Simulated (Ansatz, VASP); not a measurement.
# Mo in VASP and in Ansatz

Contents of INCAR:

```
SYSTEM = Mo
PREC = Accurate
ENCUT = 520
EDIFF = 1E-7
ISMEAR = 0
SIGMA = 0.15
LREAL = .FALSE.
LASPH = .TRUE.
NELM = 80
ALGO = Fast
ISIF = 2
LWAVE = .FALSE.
LCHARG = .TRUE.
GGA = PS
LELF = .TRUE.
LVHAR = .TRUE.
NBANDS = 13
```

KPOINTS

```
Automatic mesh
0
G
  30 30 26
  0 0 0
```

File POSCAR:

```
Mo
1.0
    2.5806364337      0.0000000000      0.0000000000
   -1.2903182168      2.2348967095      0.0000000000
    0.0000000000      0.0000000000      2.8141544027
Mo
1
Direct
    0.0000000000      0.0000000000      0.5000000000
```

Input for Ansatz:

```yaml
crystal:
  lattice:
    - [2.5806364337, 0.0, 0.0]
    - [-1.2903182168, 2.2348967095, 0.0]
    - [0.0, 0.0, 2.8141544027]
  atoms:
    - { symbol: Mo, position: [0.0, 0.0, 0.5] }
basis:
  ecutwfc: 420
kpoints:
  mp_grid: { grid: [30, 30, 26] }
hamiltonian:
  xc: pbesol
scf:
  occupations: { method: gaussian, width: 0.15 }
output:
  forces: true
  stress: true
  eigenvalues: true
```

Alike in both runs: task single point; functional PBEsol; k mesh 30 × 30 × 26; occupations gaussian, width 0.15 eV; no spin polarisation.

|  | VASP | Ansatz |
| --- | --- | --- |
| version | VASP 6.6.1 | Ansatz 0.2.0 |
| potentials or method | VASP PAW PBE potentials, release 64 (Mo_sv), cutoff 520 eV | scalar-relativistic, plane waves, PAW |
| valence electrons in the cell | 14 | 14 |

|  | VASP | Ansatz | Ansatz less VASP |
| --- | --- | --- | --- |
| gap on the k mesh at the Fermi level (eV) | none | none | - |
| pressure (GPa) | 9.0 | 8.3 | -0.61 |
| traceless stress, the component that is largest in VASP (GPa) | -24.33 | -24.08 | +0.254 |

VASP's potentials were made for PBE, not for PBEsol. A gap of «none» marks a metal or a gap that the smearing closes. With one functional, cell and mesh, what is left measures potentials, basis and numerics.
